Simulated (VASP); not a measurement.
Write the native input for VASP 6.6.1 that does the following.

- Task: single point
- Functional: PBEsol
- Dispersion: D4
- Potentials or basis: VASP PAW PBE potentials, release 64 (I, Cu)
- Cutoff: 520 eV
- k mesh: 8 × 8 × 8
- Occupations: fermi-dirac, width 0.05 eV
- Spin: no spin polarisation
- Dipole correction: no
- Further INCAR settings: ALGO = Normal; EDIFF = 1e-06; NBANDS = 16

The structure of CuI (Marshite) lies in POSCAR:

```
CuI
1.0
    0.0000000000      2.9453001703      2.9453001703
    2.9453001703      0.0000000000      2.9453001703
    2.9453001703      2.9453001703      0.0000000000
I Cu
1 1
Direct
    0.0000000000      0.0000000000      0.0000000000
    0.7500000000      0.7500000000      0.7500000000
```

The input as run:

INCAR

```
SYSTEM = CuI
PREC = Accurate
ENCUT = 520
EDIFF = 1E-6
ISMEAR = -1
SIGMA = 0.05
LREAL = .False.
LASPH = .True.
NELM = 60
ALGO = Normal
ISIF = 2
LWAVE = .False.
LCHARG = .False.
GGA = PS
IVDW = 13
NBANDS = 16
```

KPOINTS

```
regular mesh
0
Gamma
  8 8 8
  0 0 0
```

Potentials or basis: VASP PAW PBE potentials, release 64 (I, Cu).

Launch:

```sh
$ cat potpaw_PBE.64/I/POTCAR potpaw_PBE.64/Cu/POTCAR > POTCAR
$ mpirun -np 1 vasp_std > vasp.out
```

Results of the run:

The pressure is 0.4 GPa, the band gap on the k mesh is 1.27 eV, direct and the dispersion energy per atom is -0.232 eV.

Caveat: the PAW data sets were made with another functional, which shifts forces and pressure a little; spin-orbit coupling is left out, which moves the levels of the heavy elements.

Run time: 18 s on 1 thread of Intel(R) Xeon(R) 6975P-C (Granite Rapids), on a shared host, peak memory 0.18 GiB.
